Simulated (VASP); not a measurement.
Wanted: the native input for a VASP 6.6.1 run.

```yaml
Task: relaxation of cell and atoms
Functional: PBE
Potentials_or_basis: VASP PAW PBE potentials, release 64 (Sn_d, H)
Cutoff: 600 eV
k_mesh: 6 × 6 × 4
Occupations: gaussian, width 0.1 eV
Spin: no spin polarisation
Dipole_correction: no
Further_INCAR_settings: ALGO = Normal; EDIFF = 1e-06; IBRION = 2; EDIFFG = -0.04; NSW = 90; ISIF = 3
```

The structure of SnH5 lies in POSCAR:

```
SnH5
1.0
    3.9432443700      0.0000000000      0.0000000000
   -1.9716221800      3.4149498000      0.0000000000
    0.0000000000      0.0000000000      5.8678220300
Sn H
1 5
Direct
    0.0000000000      0.0000000000      0.5000000000
    0.0000000000      0.0000000000      0.2050208300
    0.0000000000      0.0000000000      0.7949791700
    0.0000000000      0.0000000000      0.0000000000
    0.3333333300      0.6666666700      0.0000000000
    0.6666666700      0.3333333300      0.0000000000
```

These files were run (other wordings do the same):

INCAR

```
PREC = Accurate ; ENCUT = 600
EDIFF = 1E-6 ; ISMEAR = 0
SIGMA = 0.1 ; LREAL = False
LASPH = True ; NELM = 100
ALGO = Normal ; ISIF = 3
LWAVE = False ; LCHARG = False
GGA = PE ; IBRION = 2
NSW = 90 ; EDIFFG = -0.04
```

KPOINTS

```
Automatic mesh
0
Gamma
  6 6 4
```

Potentials or basis: VASP PAW PBE potentials, release 64 (Sn_d, H).

Command:

```sh
$ cat potpaw_PBE.64/Sn_d/POTCAR potpaw_PBE.64/H/POTCAR > POTCAR
$ mpirun -np 1 vasp_std > vasp.out
```

It gave:

The relaxed volume is 8.42 Å³/atom. The relaxed cell is a = 3.128 Å, b = 3.128 Å, c = 5.964 Å, α = 90.00°, β = 90.00°, γ = 120.00°. The space group after relaxing (to 0.05 Å) is P6/mmm (No. 191), the energy gained by relaxing is 267.2 meV/atom and the ionic steps are 17. The pressure after relaxing is 0.1 GPa and the largest force after relaxing is 0.029 eV/Å.

Caveat: the volume moved by over 15 % at a fixed basis, so the end points are rough.

It took 4.2 min on 1 thread of Intel(R) Xeon(R) Platinum 8259CL CPU @ 2.50GHz (Skylake/Cascade Lake), on a shared host, peak memory 0.24 GiB.
